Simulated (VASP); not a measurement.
# AlN: single point with PBEsol

The system is AlN.

```xyz
4
Lattice="3.3014 0.0000 0.0000 -1.6507 2.8591 0.0000 0.0000 0.0000 4.0572" Properties=species:S:1:pos:R:3 pbc="T T T"
Al    0.0000    1.9061    3.0429
Al    1.6507    0.9530    1.0143
N     0.0000    1.9061    1.0143
N     1.6507    0.9530    3.0429
```

| Quantity | Value |
| --- | --- |
| Program | VASP 6.6.1 |
| Task | single point |
| Functional | PBEsol |
| Potentials or basis | VASP PAW PBE potentials, release 64 (Al, N) |
| Cutoff | 520 eV |
| k mesh | 9 × 9 × 6 |
| Occupations | gaussian, width 0.05 eV |
| Spin | no spin polarisation |
| Dipole correction | no |
| Further INCAR settings | ALGO = Normal; EDIFF = 1e-06; NBANDS = 16 |

```json
{
 "Pressure": "4.2 GPa",
 "Band gap on the k mesh": "3.54 eV, direct"
}
```

Stress tensor (GPa, compression positive):
```
2.85 0.00 0.00
0.00 2.85 0.00
0.00 0.00 6.97
```

Levels at points of the mesh, in eV from the valence-band top:
| k point | band 6 | band 7 | band 8 | band 9 | band 10 | band 11 |
| --- | --- | --- | --- | --- | --- | --- |
| (0.00, 0.00, 0.00) | -1.52 | -1.52 | 0.00 | 3.54 | 4.66 | 8.30 |
| (0.00, 0.00, 0.50) | -2.49 | -2.49 | -2.49 | 5.88 | 5.88 | 8.41 |

Run time: 26 s on 1 thread of Intel(R) Xeon(R) Platinum 8488C (Sapphire Rapids) (shared host), peak memory 0.16 GiB.

Caveat: the PAW data sets were made with another functional, which shifts forces and pressure a little. A k mesh can miss the band edges.
